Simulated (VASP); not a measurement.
## ZnSe: single point with PBE

ZnSe:

```
CELL_PARAMETERS angstrom
0.00000 2.68400 2.68400
2.68400 0.00000 2.68400
2.68400 2.68400 0.00000
ATOMIC_POSITIONS crystal
Se 0.00000 0.00000 0.00000
Zn 0.50000 0.50000 0.50000
```

```
Program             : VASP 6.6.1
Task                : single point
Functional          : PBE
Potentials or basis : VASP PAW PBE potentials, release 64 (Se, Zn)
Cutoff              : 520 eV
k mesh              : 12 × 12 × 12
Occupations         : gaussian, width 0.05 eV
Spin                : no spin polarisation
```

* Pressure: 0.2 GPa
* Band gap on the k mesh: zero (band 9 reaches 3.14 eV, above the bottom of band 10 at 2.08 eV)

Levels at points of the mesh, in eV from the Fermi level:
```tsv
k point	band 7	band 8	band 9	band 10	band 11	band 12
(0.00, 0.00, 0.00)	-0.44	-0.44	-0.44	0.71	8.60	8.60
(0.50, 0.00, 0.00)	-5.60	-0.10	-0.10	3.31	5.00	5.00
(0.50, 0.50, 0.00)	-4.96	-2.39	-2.39	-1.00	5.01	11.20
```

It took 63 s on 1 thread of Intel Xeon 8259CL, on a shared host, peak memory 0.19 GiB.
